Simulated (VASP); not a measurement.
# Mg (Fm-3m) in VASP: a series of runs

The runs below take Mg through single point, with PBEsol.

Program: VASP 6.6.1. These are calculated values, not measurements. Logs are shortened: lines on timing, memory, paths and dates and some standing lists are left out, and cuts for length are marked.

### 1 The cell of the first run

The structure is cubic, space group Fm-3m (No. 225). The conventional cell has a = 4.493 Å, b = 4.493 Å, c = 4.493 Å, α = 90.00°, β = 90.00°, γ = 90.00°. Mg (site symmetry m-3m) has 12 Mg at 3.18 Å within 4.2 Å.

### 2 Single point, PBEsol

Input file INCAR:

```
SYSTEM = Mg
PREC     = Accurate       ! precision mode
ENCUT    = 520            ! plane-wave cutoff, eV
EDIFF    = 1E-6           ! SCF threshold, eV
ISMEAR   = -1             ! smearing method
SIGMA    = 0.1            ! smearing width, eV
LREAL    = .False.        ! projectors in reciprocal space
LASPH    = .True.         ! aspherical terms in the spheres
NELM     = 100            ! most SCF steps
ALGO     = Normal         ! electronic algorithm
ISIF     = 2              ! what is computed and relaxed
LWAVE    = .False.        ! write WAVECAR
LCHARG   = .False.        ! write CHGCAR
GGA      = PS             ! functional
NBANDS   = 7              ! bands
```

Input file KPOINTS:

```
regular mesh
0
Gamma
  14 14 14
  0 0 0
```

Input file POSCAR:

```
Mg
1.0
    0.0000000000      2.2464592240      2.2464592240
    2.2464592240      0.0000000000      2.2464592240
    2.2464592240      2.2464592240      0.0000000000
Mg
1
Direct
    0.0000000000      0.0000000000      0.0000000000
```

Potentials or basis: VASP PAW PBE potentials, release 64 (Mg).

Launch:

```console
$ cat potpaw_PBE.64/Mg/POTCAR > POTCAR
$ mpirun -np 1 vasp_std > vasp.out
```

OUTCAR:

```text
SYSTEM = Mg
   PREC = Accurate
   ENCUT = 520
   EDIFF = 1E-6
   ISMEAR = -1
   LREAL = .False.
   LASPH = .True.
   NELM = 100
   ISIF = 2
   GGA = PS

 ion  position               nearest neighbor table
   1  0.000  0.000  0.000-

  LATTYP: Found a face centered cubic cell.
 ALAT       =     4.4929184480

  Lattice vectors:

 A1 = (   0.0000000000,   2.2464592240,   2.2464592240)
 A2 = (   2.2464592240,   0.0000000000,   2.2464592240)
 A3 = (   2.2464592240,   2.2464592240,   0.0000000000)

Analysis of symmetry for initial positions (statically):
=====================================================================
 Subroutine PRICEL returns:
 Original cell was already a primitive cell.

 Routine SETGRP: Setting up the symmetry group for a
 face centered cubic supercell.

 Subroutine GETGRP returns: Found 48 space group operations
 (whereof 48 operations were pure point group operations)
 out of a pool of 48 trial point group operations.

The static configuration has the point symmetry O_h .

Analysis of symmetry for dynamics (positions and initial velocities):
=====================================================================
 Subroutine PRICEL returns:
 Original cell was already a primitive cell.

 Routine SETGRP: Setting up the symmetry group for a
 face centered cubic supercell.

 Subroutine GETGRP returns: Found 48 space group operations
 (whereof 48 operations were pure point group operations)
 out of a pool of 48 trial point group operations.

The dynamic configuration has the point symmetry O_h .

 Subroutine INISYM returns: Found 48 space group operations
 (whereof 48 operations are pure point group operations),
 and found     1 'primitive' translations

----------------------------------------------------------------------------------------

                                     Primitive cell

  volume of cell :      22.6739

  direct lattice vectors                    reciprocal lattice vectors
     0.000000000  2.246459224  2.246459224    -0.222572480  0.222572480  0.222572480
     2.246459224  0.000000000  2.246459224     0.222572480 -0.222572480  0.222572480
     2.246459224  2.246459224  0.000000000     0.222572480  0.222572480 -0.222572480

  length of vectors
     3.176973102  3.176973102  3.176973102     0.385506843  0.385506843  0.385506843

  position of ions in fractional coordinates (direct lattice)
     0.000000000  0.000000000  0.000000000

  ion indices of the primitive-cell ions
   primitive index   ion index
                 1           1

----------------------------------------------------------------------------------------

 KPOINTS: regular mesh

Automatic generation of k-mesh.
 Grid dimensions read from file:
 generate k-points for:   14   14   14

 Generating k-lattice:

  Cartesian coordinates                     Fractional coordinates (reciprocal lattice)
    -0.015898034  0.015898034  0.015898034     0.071428571  0.000000000  0.000000000
     0.015898034 -0.015898034  0.015898034     0.000000000  0.071428571  0.000000000
     0.015898034  0.015898034 -0.015898034     0.000000000  0.000000000  0.071428571

  Length of vectors
     0.027536203  0.027536203  0.027536203

  Shift w.r.t. Gamma in fractional coordinates (k-lattice)
     0.000000000  0.000000000  0.000000000

 Subroutine IBZKPT returns following result:
 ===========================================

 Found    104 irreducible k-points:

 Following reciprocal coordinates:
            Coordinates               Weight
  0.000000  0.000000  0.000000      1.000000
  0.071429  0.000000  0.000000      8.000000
  0.142857  0.000000  0.000000      8.000000
  0.214286  0.000000  0.000000      8.000000
  0.285714  0.000000  0.000000      8.000000
  0.357143  0.000000  0.000000      8.000000
[... 16 lines left out ...]
  0.214286  0.142857  0.000000     24.000000
  0.285714  0.142857  0.000000     24.000000
 [... further k-points ...]
   k-points           NKPTS =    104   k-points in BZ     NKDIM =    104   number of bands    NBANDS=      7
   number of dos      NEDOS =    301   number of ions     NIONS =      1
   total plane-waves  NPLWV =  13824
   dimension x,y,z NGX =    24 NGY =   24 NGZ =   24
   dimension x,y,z NGXF=    48 NGYF=   48 NGZF=   48
   ions per type =               1
   NGX,Y,Z   is equivalent  to a cutoff of  12.56, 12.56, 12.56 a.u.
   NGXF,Y,Z  is equivalent  to a cutoff of  25.12, 25.12, 25.12 a.u.
 SYSTEM =  Mg
   PREC   = accura    normal or accurate (medium, high low for compatibility)
   ISTART =      0    job   : 0-new  1-cont  2-samecut
   ICHARG =      2    charge: 1-file 2-atom 10-const
   ISPIN  =      1    spin polarized calculation?
   LNONCOLLINEAR =      F non collinear calculations
   LSORBIT =      F    spin-orbit coupling
   LASPH  =      T    aspherical Exc in radial PAW
   ENCUT  =  520.0 eV  38.22 Ry    6.18 a.u.   5.91  5.91  5.91*2*pi/ulx,y,z
   NELM   =    100;   NELMIN=  2; NELMDL= -5     # of ELM steps
   EDIFF  = 0.1E-05   stopping-criterion for ELM
   LREAL  =      F    real-space projection
   EDIFFG = 0.1E-04   stopping-criterion for IOM
   NSW    =      0    number of steps for IOM
   IBRION =     -1    ionic relax: 0-MD 1-quasi-New 2-CG
   NFREE  =      0    steps in history (QN), initial steepest desc. (CG)
   ISIF   =      2    stress and relaxation
   ISYM   =      2    0-nonsym 1-usesym 2-fastsym
   POTIM  = 0.5000    time-step for ionic-motion
   TEBEG  =    0.0;   TEEND  =   0.0 temperature during run
   PSTRESS=    0.0 pullay stress
   NELECT =       2.0000    total number of electrons
   NUPDOWN=      -1.0000    fix difference up-down
   EMIN   =  10.00;   EMAX   =-10.00  energy-range for DOS
   EFERMI =   0.00;   METHOD = LEGACY
   ISMEAR =    -1;   SIGMA  =   0.10  broadening in eV -4-tet -1-fermi 0-gaus
   EFERMI_NEDOS =   21; number of points for ismear=-14 and -15
   IALGO  =     38    algorithm
   IMIX   =      4    mixing-type and parameters
     AMIX     =   0.40;   BMIX     =  1.00
     AMIX_MAG =   1.60;   BMIX_MAG =  1.00
  volume/ion in A,a.u.               =      22.67       153.01
  Fermi-wavevector in a.u.,A,eV,Ry     =   0.728746  1.377131  7.225660  0.531071
  Thomas-Fermi vector in A             =   1.820296
   LORBIT       =      0    0 simple, 1 ext, 2 COOP (PROOUT), +10 PAW based schemes
   GGA     = PS    functional components
   LHFCALC =     F    Hartree Fock is set to
   AEXX    =    0.0000 exact exchange contribution
   IVDW    =     0    specifies the selected vdW correction
   LEPSILON=     F    determine dielectric tensor
   LRPA    =     F    only Hartree local field effects (RPA)
 non-spin polarized calculation
  energy-cutoff  :      520.00
  volume of cell :       22.67
 maximum number of plane-waves:       624
   NGX = 11   NGY = 11   NGZ = 11

 number of electron       2.0000000 magnetization

 Free energy of the ion-electron system (eV)
  ---------------------------------------------------
  ext. energy  EPLUGINS =         0.00000000
  ---------------------------------------------------
  free energy    TOTEN  =        -1.72032703 eV

  energy without entropy =       -1.70749754  energy(sigma->0) =       -1.71391228

 E-fermi :   2.6300     XC(G=0):  -8.5732

 val. band max:        2.6029220098   @ k =   0.5000   0.1429   0.0000
 cond. band min:       2.6942490573   @ k =  -0.4286   0.4286   0.0000
 fundamental gap:      0.0913270475
 Fermi energy:         2.6300111648

 k-point     1 :       0.0000    0.0000    0.0000
  band No.  band energies     occupation
      1      -4.3270      2.00000
      2      15.0667      0.00000
      3      15.0667      0.00000
      4      15.0667      0.00000
      5      17.0674      0.00000
      6      17.0674      0.00000
      7      17.0674      0.00000

 k-point     2 :       0.0714    0.0000    0.0000
  band No.  band energies     occupation
      1      -4.2126      2.00000
      2      13.3851      0.00000
      3      14.8141      0.00000
      4      14.8141      0.00000
      5      17.0601      0.00000
      6      17.5125      0.00000
      7      17.5125      0.00000

 k-point     3 :       0.1429    0.0000    0.0000
  band No.  band energies     occupation
      1      -3.8703      2.00000
      2      11.0223      0.00000
      3      14.3818      0.00000
      4      14.3818      0.00000
      5      16.7309      0.00000
      6      18.5170      0.00000
      7      18.5170      0.00000

 k-point     4 :       0.2143    0.0000    0.0000
  band No.  band energies     occupation
      1      -3.3025      2.00000
      2       8.7235      0.00000
      3      14.0310      0.00000
      4      14.0310      0.00000
      5      16.4011      0.00000
      6      17.7641      0.00000
      7      17.7641      0.00000

 k-point     5 :       0.2857    0.0000    0.0000
  band No.  band energies     occupation
      1      -2.5133      2.00000
      2       6.5670      0.00000
      3      13.8269      0.00000
      4      13.8269      0.00000
      5      16.1872      0.00000
      6      16.6774      0.00000
      7      16.6774      0.00000
[... 161 lines left out ...]
 k-point    22 :       0.1429    0.1429    0.0000
  band No.  band energies     occupation
      1      -3.7185      2.00000
      2      12.4511      0.00000
      3      12.7941      0.00000
      4      12.7941      0.00000
      5      15.2519      0.00000
      6      16.4853      0.00000
      7      20.3292      0.00000

 k-point    23 :       0.2143    0.1429    0.0000
  band No.  band energies     occupation
      1      -3.3024      2.00000
      2      10.4752      0.00000
      3      12.2667      0.00000
      4      12.9417      0.00000
      5      14.4784      0.00000
      6      15.9809      0.00000
      7      20.4760      0.00000

 k-point    24 :       0.2857    0.1429    0.0000
  band No.  band energies     occupation
      1      -2.6631      2.00000
      2       8.3003      0.00000
      3      11.9254      0.00000
      4      12.6087      0.00000
      5      13.6660      0.00000
      6      16.8574      0.00000
      7      20.0654      0.00000

 [... further k-points ...]
[... 5 lines left out ...]
  --------------------------------------------------------------------------------------
  -------------------------------------------------------------------------------------
  Total        0.0049297      0.0049297      0.0049297     -0.0000000     -0.0000000     -0.0000000
  in kB        0.3483415      0.3483415      0.3483415     -0.0000000     -0.0000000     -0.0000000
  external PRESSURE =       0.3483415 kB  Pullay stress =       0.0000000 kB

 VOLUME and BASIS-vectors are now :
 -----------------------------------------------------------------------------
  energy-cutoff  :      520.00
  volume of cell :       22.67
      direct lattice vectors                 reciprocal lattice vectors
     0.000000000  2.246459224  2.246459224    -0.222572480  0.222572480  0.222572480
     2.246459224  0.000000000  2.246459224     0.222572480 -0.222572480  0.222572480
     2.246459224  2.246459224  0.000000000     0.222572480  0.222572480 -0.222572480

 POSITION                                       TOTAL-FORCE (eV/Angst)
 -----------------------------------------------------------------------------------
      0.00000      0.00000      0.00000         0.000000      0.000000      0.000000
 -----------------------------------------------------------------------------------
    total drift:                               -0.000000      0.000000      0.000000

  FREE ENERGIE OF THE ION-ELECTRON SYSTEM (eV)
  ---------------------------------------------------
  free  energy   TOTEN  =        -1.7203270310 eV

  energy  without entropy=       -1.7074975352  energy(sigma->0) =       -1.71391228
```

Wall time 4 s (1 thread of Intel Xeon 6975P-C (Granite Rapids), shared host); peak memory 0.14 GiB.

What came out:

- Free energy: -1.7203 eV
- Pressure: 0.0 GPa
- Band gap on the k mesh: zero (band 1 reaches 3.65 eV, above the bottom of band 2 at 1.36 eV)

Caveat: the PAW data sets were made with another functional, which shifts forces and pressure a little.

### 3 Single point, PBEsol (volume scaled by 1.04)

Input file INCAR:

```
PREC = Accurate
ENCUT = 520
EDIFF = 1E-6
ISMEAR = -1
SIGMA = 0.1
LREAL = F
LASPH = T
NELM = 100
ALGO = Normal
ISIF = 2
LWAVE = F
LCHARG = F
GGA = PS
NBANDS = 7
```

Input file KPOINTS:

```
Automatic mesh
0
Gamma
  14 14 14
```

Input file POSCAR:

```
Mg
1.0
    0.0000000000      2.2760212880      2.2760212880
    2.2760212880      0.0000000000      2.2760212880
    2.2760212880      2.2760212880      0.0000000000
Mg
1
Direct
    0.0000000000      0.0000000000      0.0000000000
```

Potentials or basis: VASP PAW PBE potentials, release 64 (Mg).

Launch:

```console
$ cat potpaw_PBE.64/Mg/POTCAR > POTCAR
$ mpirun -np 1 vasp_std > vasp.out
```

Run time: 4.6 s. Hardware: 1 thread of Intel Xeon 6975P-C (Granite Rapids), shared host; peak memory 0.14 GiB.

It converged, with:

```
Free energy            : -1.7166 eV
Pressure               : -1.3 GPa
Band gap on the k mesh : zero (band 1 reaches 3.44 eV, above the bottom of band 2 at 1.16 eV)
```

Levels at points of the mesh, in eV from the Fermi level:
```
           k point  band 1  band 2  band 3  band 4
(0.00, 0.00, 0.00)   -6.79   12.20   12.20   12.20
(0.50, 0.00, 0.00)   -1.65   -1.27   11.13   11.13
(0.50, 0.50, 0.00)   -0.20    0.79    6.06    6.82
```

Caveat: the PAW data sets were made with another functional, which shifts forces and pressure a little.

### 4 Single point, PBEsol (volume scaled by 1.08)

Input file INCAR:

```
SYSTEM = Mg
PREC = Accurate ; ENCUT = 520
EDIFF = 1E-6 ; ISMEAR = -1
SIGMA = 0.1 ; LREAL = .FALSE.
LASPH = .TRUE. ; NELM = 80
ALGO = Normal ; ISIF = 2
LWAVE = .FALSE. ; LCHARG = .FALSE.
GGA = PS ; NBANDS = 7
```

Input file KPOINTS:

```
regular mesh
0
G
  14 14 14
  0 0 0
```

Input file POSCAR:

```
Mg
1.0
    0.0000000000      2.3048347429      2.3048347429
    2.3048347429      0.0000000000      2.3048347429
    2.3048347429      2.3048347429      0.0000000000
Mg
1
Direct
    0.0000000000      0.0000000000      0.0000000000
```

Launch:

```console
$ cat potpaw_PBE.64/Mg/POTCAR > POTCAR
$ mpirun -np 1 vasp_std > vasp.out
```

Wall time 4.6 s (1 thread of Intel Xeon 6975P-C (Granite Rapids), shared host); peak memory 0.14 GiB.

The run converged. Its results:

```yaml
Free_energy: -1.7060 eV
Pressure: -2.4 GPa
Band_gap_on_the_k_mesh: zero (band 1 reaches 3.24 eV, above the bottom of band 2 at 0.97 eV)
```

Levels at points of the mesh, in eV from the Fermi level:
| k point | band 1 | band 2 | band 3 | band 4 | band 5 |
| --- | --- | --- | --- | --- | --- |
| (0.00, 0.00, 0.00) | -6.63 | 11.97 | 11.97 | 11.97 | 13.57 |
| (0.50, 0.00, 0.00) | -1.59 | -1.27 | 10.93 | 10.93 | 11.46 |
| (0.50, 0.50, 0.00) | -0.18 | 0.77 | 5.99 | 6.63 | 6.63 |

Caveat: the PAW data sets were made with another functional, which shifts forces and pressure a little.

### 5 Summary

```tsv
cell	gap on the mesh (eV)	pressure (GPa)
a = 3.177 Å, angles 60.0°, 1 atom	none	0.0
a = 3.219 Å, angles 60.0°, 1 atom	none	-1.3
a = 3.260 Å, angles 60.0°, 1 atom	none	-2.4
```

Alike in all rows: task single point; level PBEsol; potentials or basis VASP PAW PBE potentials, release 64 (Mg); no spin polarisation; k mesh 14 × 14 × 14; cutoff (eV) 520; smearing fermi-dirac 0.1 eV.

Caveats: the PAW data sets were made with another functional, which shifts forces and pressure a little.

Total energies depend on the potentials used, so only differences within one code and one set of settings carry meaning.
